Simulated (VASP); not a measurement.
Wanted: the native input for a VASP 6.6.1 run.

* Task: relaxation of cell and atoms
* Functional: PBEsol
* Potentials or basis: VASP PAW PBE potentials, release 64 (Bi_d)
* Cutoff: 600 eV
* k mesh: 7 × 7 × 9
* Occupations: fermi-dirac, width 0.1 eV
* Spin: no spin polarisation
* Dipole correction: no
* Further INCAR settings: ALGO = Normal; EDIFF = 1e-07; IBRION = 2; EDIFFG = -0.01; NSW = 80; ISIF = 3

The structure of Bi lies in POSCAR:

```
Bi
1.0
    5.6460260353      0.0000000000      0.0000000000
   -2.8230130177      4.8896019770      0.0000000000
    0.0000000000      0.0000000000      3.4610139597
Bi
3
Direct
    0.0000000000      0.0000000000      0.0000000000
    0.3333333333      0.6666666667      0.5000000000
    0.6666666667      0.3333333333      0.5000000000
```

This isn't the form of Bi at room conditions, which is rhombohedral.

These files were run (other wordings do the same):

INCAR

```
ALGO = Normal ; EDIFF = 1E-7
EDIFFG = -0.01 ; ENCUT = 600
GGA = PS ; IBRION = 2
ISIF = 3 ; ISMEAR = -1
LASPH = T ; LCHARG = F
LREAL = F ; LWAVE = F
NELM = 80 ; NSW = 80
PREC = Accurate ; SIGMA = 0.1
```

KPOINTS

```
k-points
0
Gamma
  7 7 9
```

Potentials or basis: VASP PAW PBE potentials, release 64 (Bi_d).

Run with:

```bash
$ cat potpaw_PBE.64/Bi_d/POTCAR > POTCAR
$ mpirun -np 1 vasp_std > vasp.out
```

Results of the run:

| Quantity | Value |
| --- | --- |
| Relaxed volume | 30.39 Å³/atom |
| Relaxed cell | a = 5.628 Å, b = 5.628 Å, c = 3.323 Å, α = 90.00°, β = 90.00°, γ = 120.00° |
| Space group after relaxing (to 0.1 Å) | P6/mmm (No. 191) |
| Energy gained by relaxing | 17.6 meV/atom |
| Ionic steps | 8 |
| Pressure after relaxing | 0.0 GPa |
| Band gap on the k mesh | zero (an odd number of electrons rules out a gap without spin polarisation) |

Caveat: the PAW data sets were made with another functional, which shifts forces and pressure a little; spin-orbit coupling is left out, which moves the levels of the heavy elements.

Wall time 4.1 min on 1 thread of Intel(R) Xeon(R) 6975P-C (Granite Rapids), with other jobs on the host, peak memory 0.3 GiB.
